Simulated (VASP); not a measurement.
# Ru (P6_3/mmc) in VASP: notebook

Runs on Ru. Level: PBE. Tasks: electric field gradients.

Program: VASP 6.6.1. These are calculated values, not measurements. Logs are shortened: lines on timing, memory, paths and dates and some standing lists are left out, and cuts for length are marked.

### 1 The cell of the first run

Symmetry: P6_3/mmc, No. 194, hexagonal system. The conventional cell has a = 2.651 Å, b = 2.651 Å, c = 4.194 Å, α = 90.00°, β = 90.00°, γ = 120.00°. Within 3.4 Å of Ru (site symmetry -6m2) lie 12 Ru at 2.60 to 2.65 Å.

### 2 Electric field gradients, PBE (volume scaled by 0.94)

INCAR

```
SYSTEM = Ru
ALGO = Normal
EDIFF = 1E-8
ENCUT = 520
GGA = PE
ISIF = 2
ISMEAR = -1
LASPH = .True.
LCHARG = .False.
LEFG = .True.
LREAL = .False.
LWAVE = .False.
NBANDS = 21
NELM = 60
PREC = Accurate
SIGMA = 0.03
```

KPOINTS

```
k-points
0
Gamma
  14 14 8
  0 0 0
```

POSCAR

```
Ru
1.0
    2.6505634408      0.0000000000      0.0000000000
   -1.3252817204      2.2954552741      0.0000000000
    0.0000000000      0.0000000000      4.1944897589
Ru
2
Direct
    0.3333333333      0.6666666667      0.2500000000
    0.6666666667      0.3333333333      0.7500000000
```

Potentials or basis: VASP PAW PBE potentials, release 64 (Ru_pv).

Run with:

```bash
$ cat potpaw_PBE.64/Ru_pv/POTCAR > POTCAR
$ mpirun -np 1 vasp_std > vasp.out
```

OUTCAR:

```text
SYSTEM = Ru
   EDIFF = 1E-8
   ENCUT = 520
   GGA = PE
   ISIF = 2
   ISMEAR = -1
   LASPH = .True.
   LREAL = .False.
   NELM = 60
   PREC = Accurate

 ion  position               nearest neighbor table
   1  0.333  0.667  0.250-   2 2.60   2 2.60   2 2.60   2 2.60   2 2.60   2 2.60
   2  0.667  0.333  0.750-   1 2.60   1 2.60   1 2.60   1 2.60   1 2.60   1 2.60

  LATTYP: Found a hexagonal cell.
 ALAT       =     2.6505634408
 C/A-ratio  =     1.5824898564

  Lattice vectors:

 A1 = (   2.6505634408,   0.0000000000,   0.0000000000)
 A2 = (  -1.3252817204,   2.2954552741,   0.0000000000)
 A3 = (   0.0000000000,   0.0000000000,   4.1944897589)

Analysis of symmetry for initial positions (statically):
=====================================================================
 Subroutine PRICEL returns:
 Original cell was already a primitive cell.

 Routine SETGRP: Setting up the symmetry group for a
 hexagonal supercell.

 Subroutine GETGRP returns: Found 24 space group operations
 (whereof 12 operations were pure point group operations)
 out of a pool of 24 trial point group operations.

The static configuration has the point symmetry D_3d.
 The point group associated with its full space group is D_6h.

Analysis of symmetry for dynamics (positions and initial velocities):
=====================================================================
 Subroutine PRICEL returns:
 Original cell was already a primitive cell.

 Routine SETGRP: Setting up the symmetry group for a
 hexagonal supercell.

 Subroutine GETGRP returns: Found 24 space group operations
 (whereof 12 operations were pure point group operations)
 out of a pool of 24 trial point group operations.

The dynamic configuration has the point symmetry D_3d.
 The point group associated with its full space group is D_6h.

 Subroutine INISYM returns: Found 24 space group operations
 (whereof 12 operations are pure point group operations),
 and found     1 'primitive' translations

----------------------------------------------------------------------------------------

                                     Primitive cell

  volume of cell :      25.5203

[... 121 lines left out ...]
  volume of cell :       25.52
 maximum number of plane-waves:       703
 NGX is ok and might be reduce to    20
   NGX =  9   NGY =  9   NGZ = 15

 number of electron      27.9999992 magnetization

 Free energy of the ion-electron system (eV)
  ---------------------------------------------------
  ext. energy  EPLUGINS =         0.00000000
  ---------------------------------------------------
  free energy    TOTEN  =       -18.29827062 eV

  energy without entropy =      -18.29226398  energy(sigma->0) =      -18.29526730

 E-fermi :  13.9936     XC(G=0): -14.5087

 val. band max:       13.9704598192   @ k =   0.2857   0.1429   0.1250
 cond. band min:      13.9957677806   @ k =   0.0000   0.0000   0.3750
 fundamental gap:      0.0253079614
 Fermi energy:        13.9935505647

 k-point     1 :       0.0000    0.0000    0.0000
  band No.  band energies     occupation
      1     -29.9036      2.00000
      2     -28.7545      2.00000
      3     -28.7545      2.00000
      4     -28.5486      2.00000
      5     -28.5486      2.00000
      6     -28.5041      2.00000
[... 565 lines left out ...]
     20      24.3545      0.00000
     21      24.3547      0.00000

 [... further k-points ...]

------------------------ aborting loop because EDIFF is reached ----------------------------------------

  FORCE on cell =-STRESS in cart. coord.  units (eV):
  Direction    XX          YY          ZZ          XY          YZ          ZX
  --------------------------------------------------------------------------------------
  -------------------------------------------------------------------------------------
  Total        4.5673187      4.5673187      4.4941156      0.0000000      0.0000000     -0.0000000
  in kB      286.7383116    286.7383116    282.1425902      0.0000000      0.0000000     -0.0000000
  external PRESSURE =     285.2064045 kB  Pullay stress =       0.0000000 kB

 VOLUME and BASIS-vectors are now :
 -----------------------------------------------------------------------------
  energy-cutoff  :      520.00
  volume of cell :       25.52
      direct lattice vectors                 reciprocal lattice vectors
     2.650563441  0.000000000  0.000000000     0.377278274  0.217821713  0.000000000
    -1.325281720  2.295455274  0.000000000     0.000000000  0.435643426  0.000000000
     0.000000000  0.000000000  4.194489759     0.000000000  0.000000000  0.238408020

 POSITION                                       TOTAL-FORCE (eV/Angst)
 -----------------------------------------------------------------------------------
     -0.00000      1.53030      1.04862         0.000000     -0.000000      0.000000
      1.32528      0.76515      3.14587        -0.000000      0.000000      0.000000
 -----------------------------------------------------------------------------------
    total drift:                               -0.000000      0.000000     -0.000000

  FREE ENERGIE OF THE ION-ELECTRON SYSTEM (eV)
  ---------------------------------------------------
  free  energy   TOTEN  =       -18.2982706221 eV

  energy  without entropy=      -18.2922639824  energy(sigma->0) =      -18.29526730

 Electric field gradients (V/A^2)
---------------------------------------------------------------------
 ion       V_xx      V_yy      V_zz      V_xy      V_xz      V_yz
---------------------------------------------------------------------
   1       7.348     7.348   -14.695    -0.000     0.000    -0.000
   2       7.348     7.348   -14.695    -0.000    -0.000     0.000
---------------------------------------------------------------------

 Electric field gradients after diagonalization (V/A^2)
 (convention: |V_zz| > |V_xx| > |V_yy|)
----------------------------------------------------------------------
 ion       V_xx      V_yy      V_zz     asymmetry (V_yy - V_xx)/ V_zz
----------------------------------------------------------------------
   1       7.348     7.347   -14.695       0.000
   2       7.348     7.347   -14.695       0.000
----------------------------------------------------------------------

           NMR quadrupolar parameters

 Cq : quadrupolar parameter    Cq=e*Q*V_zz/h
 eta: asymmetry parameters     (V_yy - V_xx)/ V_zz
 Q  : nuclear electric quadrupole moment in mb (millibarn)
----------------------------------------------------------------------
 ion       Cq(MHz)       eta       Q (mb)
----------------------------------------------------------------------
   1      -0.036       0.000       1.000
   2      -0.036       0.000       1.000
----------------------------------------------------------------------
```

OSZICAR:

```text
N       E                     dE             d eps       ncg     rms          rms(c)
DAV:   1     0.286787025093E+03    0.28679E+03   -0.17489E+04  5064   0.150E+03
DAV:   2    -0.136965797910E+02   -0.30048E+03   -0.29112E+03  5185   0.447E+02
DAV:   3    -0.195263437112E+02   -0.58298E+01   -0.57996E+01  5955   0.697E+01
DAV:   4    -0.195683593377E+02   -0.42016E-01   -0.41939E-01  6175   0.575E+00
DAV:   5    -0.195689509452E+02   -0.59161E-03   -0.58652E-03  5705   0.616E-01    0.207E+01
DAV:   6    -0.183988759074E+02    0.11701E+01   -0.24978E+00  5765   0.156E+01    0.640E+00
DAV:   7    -0.183069339565E+02    0.91942E-01   -0.45803E-01  5735   0.530E+00    0.123E+00
DAV:   8    -0.182982876882E+02    0.86463E-02   -0.18127E-02  5470   0.130E+00    0.269E-01
DAV:   9    -0.182982652231E+02    0.22465E-04   -0.26737E-04  5830   0.171E-01    0.379E-02
DAV:  10    -0.182982714500E+02   -0.62269E-05   -0.30289E-05  5660   0.567E-02    0.119E-02
DAV:  11    -0.182982706109E+02    0.83911E-06   -0.50259E-06  5700   0.224E-02    0.134E-03
DAV:  12    -0.182982705926E+02    0.18355E-07   -0.45203E-08  5779   0.205E-03    0.730E-04
DAV:  13    -0.182982706333E+02   -0.40736E-07   -0.99275E-10  3385   0.321E-04    0.639E-05
DAV:  14    -0.182982706192E+02    0.14089E-07   -0.98902E-11  2995   0.967E-05    0.172E-05
DAV:  15    -0.182982706221E+02   -0.28290E-08   -0.11960E-11  2765   0.340E-05
   1 F= -.18298271E+02 E0= -.18295267E+02  d E =-.600664E-02
```

Run time: 48 s. Hardware: 1 thread of Intel Xeon Platinum 8559C (Emerald Rapids), shared host; peak memory 0.17 GiB.

Results:

```
Free energy            : -18.2983 eV
Pressure               : 28.5 GPa
Band gap on the k mesh : zero (band 14 reaches 15.81 eV, above the bottom of band 15 at 12.35 eV)
```

Levels at points of the mesh, in eV from the Fermi level:
```tsv
k point	band 12	band 13	band 14	band 15	band 16	band 17
(0.00, 0.00, 0.00)	-2.08	-2.08	-1.51	-1.51	1.31	1.31
(0.50, 0.00, 0.00)	-1.88	-1.63	1.60	2.06	2.14	4.44
(0.00, 0.00, 0.50)	-3.02	-2.90	-2.90	0.62	0.62	0.62
(0.50, 0.00, 0.50)	-1.15	0.51	0.51	1.88	1.88	3.67
```

Electric field gradients, principal values (V/Å²):
```tsv
atom	least	middle	greatest (by size)
1 Ru	7.347	7.348	-14.695
2 Ru	7.347	7.348	-14.695
```

Caveat: without QUAD_EFG the Cq values of the log hold for a quadrupole moment of 1 mb, not for the nuclei.

### 3 Electric field gradients, PBE (volume scaled by 0.9405)

INCAR

```
SYSTEM = Ru
  ALGO = Normal
  EDIFF = 1E-8
  ENCUT = 520
  GGA = PE
  ISIF = 2
  ISMEAR = -1
  LASPH = .True.
  LCHARG = .False.
  LEFG = .True.
  LREAL = .False.
  LWAVE = .False.
  NBANDS = 21
  NELM = 100
  PREC = Accurate
  SIGMA = 0.03
```

KPOINTS is that of step 2.

POSCAR

```
Ru
1.0
    2.6510333155      0.0000000000      0.0000000000
   -1.3255166578      2.2958621976      0.0000000000
    0.0000000000      0.0000000000      4.1952333309
Ru
2
Direct
    0.3333333333      0.6666666667      0.2500000000
    0.6666666667      0.3333333333      0.7500000000
```

Potentials or basis: VASP PAW PBE potentials, release 64 (Ru_pv).

Run with:

```bash
$ cat potpaw_PBE.64/Ru_pv/POTCAR > POTCAR
$ mpirun -np 1 vasp_std > vasp.out
```

OUTCAR:

```text
SYSTEM = Ru
   EDIFF = 1E-8
   ENCUT = 520
   GGA = PE
   ISIF = 2
   ISMEAR = -1
   LASPH = .True.
   LREAL = .False.
   NELM = 100
   PREC = Accurate

 ion  position               nearest neighbor table
   1  0.333  0.667  0.250-   2 2.60   2 2.60   2 2.60   2 2.60   2 2.60   2 2.60
   2  0.667  0.333  0.750-   1 2.60   1 2.60   1 2.60   1 2.60   1 2.60   1 2.60

  LATTYP: Found a hexagonal cell.
 ALAT       =     2.6510333155
 C/A-ratio  =     1.5824898565

  Lattice vectors:

 A1 = (   2.6510333155,   0.0000000000,   0.0000000000)
 A2 = (  -1.3255166578,   2.2958621976,   0.0000000000)
[... 791 lines left out ...]
  free  energy   TOTEN  =       -18.3006840321 eV

  energy  without entropy=      -18.2946710957  energy(sigma->0) =      -18.29767756

 Electric field gradients (V/A^2)
---------------------------------------------------------------------
 ion       V_xx      V_yy      V_zz      V_xy      V_xz      V_yz
---------------------------------------------------------------------
   1       7.340     7.340   -14.680    -0.000     0.000    -0.000
   2       7.340     7.340   -14.680    -0.000    -0.000     0.000
---------------------------------------------------------------------

 Electric field gradients after diagonalization (V/A^2)
 (convention: |V_zz| > |V_xx| > |V_yy|)
----------------------------------------------------------------------
 ion       V_xx      V_yy      V_zz     asymmetry (V_yy - V_xx)/ V_zz
----------------------------------------------------------------------
   1       7.340     7.340   -14.680       0.000
   2       7.340     7.340   -14.680       0.000
----------------------------------------------------------------------

           NMR quadrupolar parameters

 Cq : quadrupolar parameter    Cq=e*Q*V_zz/h
 eta: asymmetry parameters     (V_yy - V_xx)/ V_zz
 Q  : nuclear electric quadrupole moment in mb (millibarn)
----------------------------------------------------------------------
 ion       Cq(MHz)       eta       Q (mb)
----------------------------------------------------------------------
   1      -0.035       0.000       1.000
   2      -0.035       0.000       1.000
----------------------------------------------------------------------
```

Wall time 46 s (1 thread of Intel Xeon Platinum 8559C (Emerald Rapids), shared host); peak memory 0.17 GiB.

Results:

```
Free energy            : -18.3007 eV
Pressure               : 28.3 GPa
Band gap on the k mesh : zero (band 14 reaches 15.80 eV, above the bottom of band 15 at 12.34 eV)
```

Levels at points of the mesh, in eV from the Fermi level:
| k point | band 11 | band 12 | band 13 | band 14 | band 15 | band 16 | band 17 | band 18 |
| --- | --- | --- | --- | --- | --- | --- | --- | --- |
| (0.00, 0.00, 0.00) | -2.64 | -2.08 | -2.08 | -1.51 | -1.51 | 1.31 | 1.31 | 1.39 |
| (0.50, 0.00, 0.00) | -2.23 | -1.88 | -1.63 | 1.60 | 2.06 | 2.14 | 4.44 | 6.62 |
| (0.00, 0.00, 0.50) | -3.01 | -3.01 | -2.90 | -2.90 | 0.62 | 0.62 | 0.62 | 0.62 |
| (0.50, 0.00, 0.50) | -1.15 | -1.15 | 0.51 | 0.51 | 1.88 | 1.88 | 3.67 | 3.67 |

Electric field gradients, principal values (V/Å²):
```tsv
atom	least	middle	greatest (by size)
1 Ru	7.340	7.340	-14.680
2 Ru	7.340	7.340	-14.680
```

Caveat: without QUAD_EFG the Cq values of the log hold for a quadrupole moment of 1 mb, not for the nuclei.

(Continued in part 2 of 2.)
